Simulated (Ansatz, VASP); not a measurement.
WS2 in VASP and in Ansatz

INCAR

```
PREC     = Accurate       # precision mode
ENCUT    = 520            # plane-wave cutoff, eV
EDIFF    = 1E-6           # SCF threshold, eV
ISMEAR   = 0              # smearing method
SIGMA    = 0.15           # smearing width, eV
LREAL    = F              # projectors in reciprocal space
LASPH    = T              # aspherical terms in the spheres
NELM     = 100            # most SCF steps
ALGO     = Normal         # electronic algorithm
ISIF     = 2              # what is computed and relaxed
LWAVE    = F              # write WAVECAR
LCHARG   = F              # write CHGCAR
GGA      = PE             # functional
NBANDS   = 20             # bands
```

File KPOINTS:

```
regular mesh
0
Gamma
  12 12 2
```

Contents of POSCAR:

```
WS2
1.0
    3.1835160000      0.0000000000      0.0000000000
   -1.5917580000      2.7570060000      0.0000000000
    0.0000000000      0.0000000000     16.9505780000
W S
1 2
Direct
    0.3242655257      0.6485310514      0.0000000000
    0.6666666667      0.3333333333      0.9079990000
    0.6666666667      0.3333333333      0.0920010000
```

Input for Ansatz:

```yaml
crystal:
  lattice:
    - [3.183516, 0.0, 0.0]
    - [-1.591758, 2.757006, 0.0]
    - [0.0, 0.0, 16.950578]
  atoms:
    - { symbol: W, position: [0.3242655257188414, 0.6485310514376827, 0.0] }
    - { symbol: S, position: [0.6666666666666666, 0.3333333333333333, 0.907999] }
    - { symbol: S, position: [0.6666666666666666, 0.3333333333333333, 0.092001] }
kpoints:
  mp_grid:
    grid: [12, 12, 2]
hamiltonian:
  xc: pbe
scf:
  occupations:
    method: gaussian
    width: 0.15
output:
  forces: true
```

Alike in both runs: task single point; functional PBE; k mesh 12 × 12 × 2; occupations gaussian, width 0.15 eV; no spin polarisation.

|  | VASP | Ansatz |
| --- | --- | --- |
| version | VASP 6.6.1 | Ansatz 0.2.0 |
| potentials or method | VASP PAW PBE potentials, release 64 (W_sv, S) | plane waves, PAW |
| plane-wave cutoff (eV) | 520 | 420 |
| valence electrons in the cell | 26 | 26 |

|  | VASP | Ansatz | Ansatz less VASP |
| --- | --- | --- | --- |
| rms of the force components (eV/Å) | 0.453 | 0.453 | -0.0001 |

Atom by atom the forces differ by 0.002 eV/Å (rms over components). The functional is the same, so the differences come from potentials, cutoffs and numerics.

Spin-orbit coupling is off throughout.
